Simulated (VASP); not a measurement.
# PbS (Cmcm) in VASP: a series of runs

The runs below take PbS through single point, relaxation of shape and atoms at fixed volume, with PBE.

Everything below comes from runs of VASP 6.6.1. Logs are shortened: lines on timing, memory, paths and dates and some standing lists are left out, and cuts for length are marked.

## (1) The cell of the first run

Symmetry: Cmcm, No. 63, orthorhombic system. The conventional cell has a = 4.047 Å, b = 11.306 Å, c = 4.239 Å, α = 90.00°, β = 90.00°, γ = 90.00°. Within 3.6 Å of Pb (site symmetry m2m) lie 7 S at 2.69 to 3.59 Å and 2 Pb at 3.52 Å. S (site symmetry m2m) has 7 Pb at 2.69 to 3.59 Å within 3.6 Å.

## (2) Single point, PBE (24.24 Å³/atom)

The input, INCAR:

```
PREC     = Accurate       # precision mode
ENCUT    = 520            # plane-wave cutoff, eV
EDIFF    = 1E-6           # SCF threshold, eV
ISMEAR   = 0              # smearing method
SIGMA    = 0.02           # smearing width, eV
LREAL    = F              # projectors in reciprocal space
LASPH    = T              # aspherical terms in the spheres
NELM     = 80             # most SCF steps
ALGO     = Normal         # electronic algorithm
ISIF     = 2              # what is computed and relaxed
LWAVE    = F              # write WAVECAR
LCHARG   = F              # write CHGCAR
GGA      = PE             # functional
NBANDS   = 28             # bands
```

The input, KPOINTS:

```
Automatic mesh
0
Gamma
  8 8 6
```

The input, POSCAR:

```
PbS
1.0
    2.0234875502     -5.6530742633      0.0000000000
    2.0234875502      5.6530742633      0.0000000000
    0.0000000000      0.0000000000      4.2386861084
Pb S
2 2
Direct
    0.8757009632      0.1242990368      0.7500000000
    0.1242990368      0.8757009632      0.2500000000
    0.6375530790      0.3624469210      0.7500000000
    0.3624469210      0.6375530790      0.2500000000
```

Potentials or basis: VASP PAW PBE potentials, release 64 (Pb_d, S).

Launch:

```sh
$ cat potpaw_PBE.64/Pb_d/POTCAR potpaw_PBE.64/S/POTCAR > POTCAR
$ mpirun -np 1 vasp_std > vasp.out
```

OUTCAR:

```text
PREC = Accurate
   ENCUT = 520
   EDIFF = 1E-6
   ISMEAR = 0
   LREAL = F
   LASPH = T
   NELM = 80
   ISIF = 2
   GGA = PE

 ion  position               nearest neighbor table
   1  0.876  0.124  0.750-   3 2.69   4 2.93   4 2.93   4 2.93   4 2.93   2 3.52   2 3.52   2 4.08
                             2 4.08   2 4.08   2 4.08
   2  0.124  0.876  0.250-   4 2.69   3 2.93   3 2.93   3 2.93   3 2.93   1 3.52   1 3.52   1 4.08
                             1 4.08   1 4.08   1 4.08
   3  0.638  0.362  0.750-   1 2.69   2 2.93   2 2.93   2 2.93   2 2.93
   4  0.362  0.638  0.250-   2 2.69   1 2.93   1 2.93   1 2.93   1 2.93

  LATTYP: Found a base centered orthorhombic cell.
 ALAT       =     4.0469751004
 B/A-ratio  =     2.7937282158
 C/A-ratio  =     1.0473714325

  Lattice vectors:

 A1 = (   2.0234875502,  -5.6530742633,   0.0000000000)
 A2 = (   2.0234875502,   5.6530742633,   0.0000000000)
 A3 = (   0.0000000000,   0.0000000000,   4.2386861084)

Analysis of symmetry for initial positions (statically):
=====================================================================
 Subroutine PRICEL returns:
 Original cell was already a primitive cell.

 Routine SETGRP: Setting up the symmetry group for a
 base centered orthorhombic supercell.

 Subroutine GETGRP returns: Found  8 space group operations
 (whereof  4 operations were pure point group operations)
 out of a pool of  8 trial point group operations.

The static configuration has the point symmetry C_2h.
 The point group associated with its full space group is D_2h.

Analysis of symmetry for dynamics (positions and initial velocities):
=====================================================================
 Subroutine PRICEL returns:
 Original cell was already a primitive cell.

 Routine SETGRP: Setting up the symmetry group for a
 base centered orthorhombic supercell.

 Subroutine GETGRP returns: Found  8 space group operations
 (whereof  4 operations were pure point group operations)
 out of a pool of  8 trial point group operations.

The dynamic configuration has the point symmetry C_2h.
 The point group associated with its full space group is D_2h.

 Subroutine INISYM returns: Found  8 space group operations
 (whereof  4 operations are pure point group operations),
 and found     1 'primitive' translations

----------------------------------------------------------------------------------------

                                     Primitive cell

  volume of cell :      96.9720

  direct lattice vectors                    reciprocal lattice vectors
     2.023487550 -5.653074263  0.000000000     0.247098135 -0.088447449  0.000000000
     2.023487550  5.653074263  0.000000000     0.247098135  0.088447449  0.000000000
     0.000000000  0.000000000  4.238686108     0.000000000  0.000000000  0.235922164

  length of vectors
     6.004310992  6.004310992  4.238686108     0.262450833  0.262450833  0.235922164

  position of ions in fractional coordinates (direct lattice)
     0.875700963  0.124299037  0.750000000
     0.124299037  0.875700963  0.250000000
     0.637553079  0.362446921  0.750000000
     0.362446921  0.637553079  0.250000000

  ion indices of the primitive-cell ions
   primitive index   ion index
                 1           1
                 2           2
                 3           3
                 4           4

----------------------------------------------------------------------------------------

 KPOINTS: Automatic mesh

Automatic generation of k-mesh.
 Grid dimensions read from file:
 generate k-points for:    8    8    6

 Generating k-lattice:

  Cartesian coordinates                     Fractional coordinates (reciprocal lattice)
     0.030887267 -0.011055931  0.000000000     0.125000000  0.000000000  0.000000000
     0.030887267  0.011055931  0.000000000     0.000000000  0.125000000  0.000000000
     0.000000000  0.000000000  0.039320361     0.000000000  0.000000000  0.166666667

  Length of vectors
     0.032806354  0.032806354  0.039320361

  Shift w.r.t. Gamma in fractional coordinates (k-lattice)
     0.000000000  0.000000000  0.000000000

 Subroutine IBZKPT returns following result:
 ===========================================

 Found     84 irreducible k-points:

 Following reciprocal coordinates:
            Coordinates               Weight
  0.000000  0.000000  0.000000      1.000000
  0.125000  0.000000  0.000000      4.000000
  0.250000  0.000000  0.000000      4.000000
  0.375000  0.000000  0.000000      4.000000
  0.500000  0.000000  0.000000      2.000000
  0.125000  0.125000  0.000000      2.000000
[... 16 lines left out ...]
  0.125000  0.000000  0.166667      8.000000
  0.250000  0.000000  0.166667      8.000000
 [... further k-points ...]
   k-points           NKPTS =     84   k-points in BZ     NKDIM =     84   number of bands    NBANDS=     28
   number of dos      NEDOS =    301   number of ions     NIONS =      4
   total plane-waves  NPLWV =  73728
   dimension x,y,z NGX =    48 NGY =   48 NGZ =   32
   dimension x,y,z NGXF=    96 NGYF=   96 NGZF=   64
   ions per type =               2   2
   NGX,Y,Z   is equivalent  to a cutoff of  13.29, 13.29, 12.55 a.u.
   NGXF,Y,Z  is equivalent  to a cutoff of  26.58, 26.58, 25.10 a.u.
 SYSTEM =  unknown system
   PREC   = accura    normal or accurate (medium, high low for compatibility)
   ISTART =      0    job   : 0-new  1-cont  2-samecut
   ICHARG =      2    charge: 1-file 2-atom 10-const
   ISPIN  =      1    spin polarized calculation?
   LNONCOLLINEAR =      F non collinear calculations
   LSORBIT =      F    spin-orbit coupling
   LASPH  =      T    aspherical Exc in radial PAW
   ENCUT  =  520.0 eV  38.22 Ry    6.18 a.u.  11.16 11.16  7.88*2*pi/ulx,y,z
   NELM   =     80;   NELMIN=  2; NELMDL= -5     # of ELM steps
   EDIFF  = 0.1E-05   stopping-criterion for ELM
   LREAL  =      F    real-space projection
   EDIFFG = 0.1E-04   stopping-criterion for IOM
   NSW    =      0    number of steps for IOM
   IBRION =     -1    ionic relax: 0-MD 1-quasi-New 2-CG
   NFREE  =      0    steps in history (QN), initial steepest desc. (CG)
   ISIF   =      2    stress and relaxation
   ISYM   =      2    0-nonsym 1-usesym 2-fastsym
   POTIM  = 0.5000    time-step for ionic-motion
   TEBEG  =    0.0;   TEEND  =   0.0 temperature during run
   PSTRESS=    0.0 pullay stress
   NELECT =      40.0000    total number of electrons
   NUPDOWN=      -1.0000    fix difference up-down
   EMIN   =  10.00;   EMAX   =-10.00  energy-range for DOS
   EFERMI =   0.00;   METHOD = LEGACY
   ISMEAR =     0;   SIGMA  =   0.02  broadening in eV -4-tet -1-fermi 0-gaus
   EFERMI_NEDOS =   21; number of points for ismear=-14 and -15
   IALGO  =     38    algorithm
   IMIX   =      4    mixing-type and parameters
     AMIX     =   0.40;   BMIX     =  1.00
     AMIX_MAG =   1.60;   BMIX_MAG =  1.00
  volume/ion in A,a.u.               =      24.24       163.60
  Fermi-wavevector in a.u.,A,eV,Ry     =   1.218651  2.302916 20.206150  1.485110
  Thomas-Fermi vector in A             =   2.353930
   LORBIT       =      0    0 simple, 1 ext, 2 COOP (PROOUT), +10 PAW based schemes
   GGA     = PE    functional components
   LHFCALC =     F    Hartree Fock is set to
   AEXX    =    0.0000 exact exchange contribution
   IVDW    =     0    specifies the selected vdW correction
   LEPSILON=     F    determine dielectric tensor
   LRPA    =     F    only Hartree local field effects (RPA)
 non-spin polarized calculation
 Gauss-broadening in eV      SIGMA  =   0.02
  energy-cutoff  :      520.00
  volume of cell :       96.97
 maximum number of plane-waves:      2642
 NGX is ok and might be reduce to    48
   NGX = 23   NGY = 23   NGZ = 15

 number of electron      40.0000004 magnetization

 Free energy of the ion-electron system (eV)
  ---------------------------------------------------
  ext. energy  EPLUGINS =         0.00000000
  ---------------------------------------------------
  free energy    TOTEN  =       -17.22660166 eV

  energy without entropy =      -17.22660166  energy(sigma->0) =      -17.22660166

 E-fermi :   6.1955     XC(G=0): -10.0815

 val. band max:        6.0917170342   @ k =   0.5000   0.5000   0.3333
 cond. band min:       7.2375323568   @ k =   0.5000   0.5000   0.3333
 fundamental gap:      1.1458153227
 Fermi energy:         6.1954589430

 k-point     1 :       0.0000    0.0000    0.0000
  band No.  band energies     occupation
      1     -10.5059      2.00000
      2     -10.3989      2.00000
      3     -10.3834      2.00000
      4     -10.3457      2.00000
      5     -10.3005      2.00000
      6     -10.2965      2.00000
[... 20 lines left out ...]
     27      12.5522      0.00000
     28      13.1243      0.00000

 k-point     2 :       0.1250    0.0000    0.0000
  band No.  band energies     occupation
      1     -10.4933      2.00000
      2     -10.3963      2.00000
      3     -10.3765      2.00000
      4     -10.3352      2.00000
      5     -10.3095      2.00000
      6     -10.2993      2.00000
[... 20 lines left out ...]
     27      12.7791      0.00000
     28      13.2264      0.00000

 k-point     3 :       0.2500    0.0000    0.0000
  band No.  band energies     occupation
      1     -10.4611      2.00000
      2     -10.3903      2.00000
      3     -10.3630      2.00000
      4     -10.3289      2.00000
      5     -10.3197      2.00000
      6     -10.3074      2.00000
[... 20 lines left out ...]
     27      13.2802      0.00000
     28      13.6372      0.00000

 k-point     4 :       0.3750    0.0000    0.0000
  band No.  band energies     occupation
      1     -10.4228      2.00000
      2     -10.3847      2.00000
      3     -10.3591      2.00000
      4     -10.3484      2.00000
      5     -10.3295      2.00000
      6     -10.3138      2.00000
[... 578 lines left out ...]
     27      12.2305      0.00000
     28      14.0865      0.00000

 k-point    23 :       0.1250    0.0000    0.1667
  band No.  band energies     occupation
      1     -10.4752      2.00000
      2     -10.3919      2.00000
      3     -10.3762      2.00000
      4     -10.3321      2.00000
      5     -10.3261      2.00000
      6     -10.3159      2.00000
[... 20 lines left out ...]
     27      12.9609      0.00000
     28      14.2178      0.00000

 k-point    24 :       0.2500    0.0000    0.1667
  band No.  band energies     occupation
      1     -10.4549      2.00000
      2     -10.3893      2.00000
      3     -10.3691      2.00000
      4     -10.3426      2.00000
      5     -10.3306      2.00000
      6     -10.3020      2.00000
[... 20 lines left out ...]
     27      13.7313      0.00000
     28      14.1314      0.00000

 [... further k-points ...]

------------------------ aborting loop because EDIFF is reached ----------------------------------------

  FORCE on cell =-STRESS in cart. coord.  units (eV):
  Direction    XX          YY          ZZ          XY          YZ          ZX
  --------------------------------------------------------------------------------------
  -------------------------------------------------------------------------------------
  Total        2.8642860      2.9258542      2.8681895      0.0000000      0.0000000      0.0000000
  in kB       47.3238957     48.3411277     47.3883896      0.0000000      0.0000000      0.0000000
  external PRESSURE =      47.6844710 kB  Pullay stress =       0.0000000 kB

 VOLUME and BASIS-vectors are now :
 -----------------------------------------------------------------------------
  energy-cutoff  :      520.00
  volume of cell :       96.97
      direct lattice vectors                 reciprocal lattice vectors
     2.023487550 -5.653074263  0.000000000     0.247098135 -0.088447449  0.000000000
     2.023487550  5.653074263  0.000000000     0.247098135  0.088447449  0.000000000
     0.000000000  0.000000000  4.238686108     0.000000000  0.000000000  0.235922164

 POSITION                                       TOTAL-FORCE (eV/Angst)
 -----------------------------------------------------------------------------------
      2.02349     -4.24773      3.17901         0.000000     -0.005229     -0.000000
      2.02349      4.24773      1.05967         0.000000      0.005229      0.000000
      2.02349     -1.55520      3.17901         0.000000      0.005912      0.000000
      2.02349      1.55520      1.05967         0.000000     -0.005912      0.000000
 -----------------------------------------------------------------------------------
    total drift:                                0.000000      0.000000      0.000000

  FREE ENERGIE OF THE ION-ELECTRON SYSTEM (eV)
  ---------------------------------------------------
  free  energy   TOTEN  =       -17.2266016595 eV

  energy  without entropy=      -17.2266016595  energy(sigma->0) =      -17.22660166
```

Run time: 6.7 min. Hardware: 1 thread of Intel Xeon 8259CL, shared host; peak memory 0.38 GiB.

What came out:

* Free energy: -17.2266 eV
* Pressure: 4.8 GPa
* Largest force: 0.006 eV/Å
* Band gap on the k mesh: 1.15 eV

Forces in eV/Å, atoms in the order of the input:
```
Pb   0.000 -0.005  0.000
Pb   0.000  0.005  0.000
S    0.000  0.006  0.000
S    0.000 -0.006  0.000
```

Levels at points of the mesh, in eV from the valence-band top:
```tsv
k point	band 17	band 18	band 19	band 20	band 21	band 22	band 23	band 24
(0.00, 0.00, 0.00)	-2.51	-2.07	-1.77	-0.84	4.47	4.57	5.00	5.46
(0.50, 0.00, 0.00)	-1.71	-1.37	-0.57	-0.39	1.57	1.71	1.74	2.93
(0.50, 0.50, 0.00)	-2.45	-1.64	-1.49	-0.78	1.19	4.35	4.54	4.69
(0.00, 0.00, 0.50)	-1.31	-1.31	-0.07	-0.07	1.67	1.67	2.63	2.63
(0.50, 0.00, 0.50)	-3.73	-3.73	-1.55	-1.55	3.25	3.25	5.57	5.57
(0.50, 0.50, 0.50)	-1.22	-1.22	-0.60	-0.60	1.64	1.64	3.27	3.27
```

Caveat: the cell stands under pressure; spin-orbit coupling is left out, which moves the levels of the heavy elements.

## (3) Single point, PBE (25.07 Å³/atom)

This run uses another cell than the first one, of 25.07 Å³/atom.

The input, INCAR:

```
SYSTEM = PbS
  PREC = Accurate
  ENCUT = 520
  EDIFF = 1E-7
  ISMEAR = 0
  SIGMA = 0.02
  LREAL = .False.
  LASPH = .True.
  NELM = 100
  ALGO = Normal
  ISIF = 2
  LWAVE = .False.
  LCHARG = .False.
  GGA = PE
  NBANDS = 28
```

The input, KPOINTS:

```
Automatic mesh
0
Gamma
  8 8 6
  0 0 0
```

The input, POSCAR:

```
PbS
1.0
    2.0438193259     -5.7544914151      0.0000000000
    2.0438193259      5.7544914151      0.0000000000
    0.0000000000      0.0000000000      4.2631023179
Pb S
2 2
Direct
    0.8738842021      0.1261157979      0.7500000000
    0.1261157979      0.8738842021      0.2500000000
    0.6391557284      0.3608442716      0.7500000000
    0.3608442716      0.6391557284      0.2500000000
```

Potentials or basis: VASP PAW PBE potentials, release 64 (Pb_d, S).

Launch:

```sh
$ cat potpaw_PBE.64/Pb_d/POTCAR potpaw_PBE.64/S/POTCAR > POTCAR
$ mpirun -np 1 vasp_std > vasp.out
```

Wall time 7.2 min (1 thread of Intel Xeon 8259CL, shared host); peak memory 0.38 GiB.

Results (log left out):

- Free energy: -17.3074 eV
- Pressure: 3.0 GPa
- Largest force: 0.003 eV/Å
- Band gap on the k mesh: 1.23 eV (least direct gap 1.24 eV)

Forces on the atoms (eV/Å):
```
Pb   0.000  0.001  0.000
Pb   0.000 -0.001  0.000
S    0.000  0.003  0.000
S    0.000 -0.003  0.000
```

Levels at points of the mesh, in eV from the valence-band top:
```tsv
k point	band 18	band 19	band 20	band 21	band 22	band 23
(0.00, 0.00, 0.00)	-1.89	-1.64	-0.71	4.53	4.66	4.99
(0.50, 0.00, 0.00)	-1.27	-0.49	-0.34	1.69	1.74	1.91
(0.50, 0.50, 0.00)	-1.68	-1.39	-0.67	1.23	4.40	4.65
(0.00, 0.00, 0.50)	-1.20	-0.05	-0.05	1.74	1.74	2.71
(0.50, 0.00, 0.50)	-3.48	-1.47	-1.47	3.31	3.31	5.50
(0.50, 0.50, 0.50)	-1.17	-0.52	-0.52	1.65	1.65	3.27
```

Caveat: spin-orbit coupling is left out, which moves the levels of the heavy elements.

## (4) Single point, PBE (25.90 Å³/atom)

This run uses another cell than the first one, of 25.90 Å³/atom.

The input, INCAR:

```
SYSTEM = PbS
PREC = Accurate
ENCUT = 520
EDIFF = 1E-6
ISMEAR = 0
SIGMA = 0.02
LREAL = .False.
LASPH = .True.
NELM = 80
ALGO = Normal
ISIF = 2
LWAVE = .False.
LCHARG = .False.
GGA = PE
NBANDS = 28
```

The input, KPOINTS:

```
regular mesh
0
Gamma
  8 8 6
  0 0 0
```

The input, POSCAR:

```
PbS
1.0
    2.0608469073     -5.8656994234      0.0000000000
    2.0608469073      5.8656994234      0.0000000000
    0.0000000000      0.0000000000      4.2844603683
Pb S
2 2
Direct
    0.8719087772      0.1280912228      0.7500000000
    0.1280912228      0.8719087772      0.2500000000
    0.6412302723      0.3587697277      0.7500000000
    0.3587697277      0.6412302723      0.2500000000
```

Launch:

```sh
$ cat potpaw_PBE.64/Pb_d/POTCAR potpaw_PBE.64/S/POTCAR > POTCAR
$ mpirun -np 1 vasp_std > vasp.out
```

Run time: 5.9 min. Hardware: 1 thread of Intel Xeon 8259CL, shared host; peak memory 0.38 GiB.

It converged, with:

| Item | Value |
| --- | --- |
| Free energy | -17.3556 eV |
| Pressure | 1.6 GPa |
| Largest force | 0.008 eV/Å |
| Band gap on the k mesh | 1.24 eV (least direct gap 1.34 eV) |

Forces on the atoms (eV/Å):
```
Pb   0.000  0.005  0.000
Pb   0.000 -0.005  0.000
S    0.000  0.008  0.000
S    0.000 -0.008  0.000
```

Stress tensor (GPa, compression positive):
```
1.69 0.00 0.00
0.00 1.62 0.00
0.00 0.00 1.53
```

Levels at points of the mesh, in eV from the valence-band top:
```
           k point  band 16  band 17  band 18  band 19  band 20  band 21  band 22  band 23  band 24  band 25
(0.00, 0.00, 0.00)    -3.06    -2.32    -1.73    -1.53    -0.59     4.59     4.74     4.97     5.54     6.00
(0.50, 0.00, 0.00)    -2.03    -1.42    -1.18    -0.41    -0.31     1.76     1.79     2.07     2.92     3.18
(0.50, 0.50, 0.00)    -2.65    -2.03    -1.75    -1.30    -0.56     1.24     4.46     4.77     4.85     5.66
(0.00, 0.00, 0.50)    -2.85    -1.11    -1.11    -0.04    -0.04     1.81     1.81     2.78     2.78     5.07
(0.50, 0.00, 0.50)    -4.33    -3.26    -3.26    -1.42    -1.42     3.38     3.38     5.42     5.42     6.27
(0.50, 0.50, 0.50)    -1.23    -1.15    -1.15    -0.45    -0.45     1.67     1.67     3.28     3.28     3.56
```

Caveat: spin-orbit coupling is left out, which moves the levels of the heavy elements.

(Part 1 of 2 ends here.)
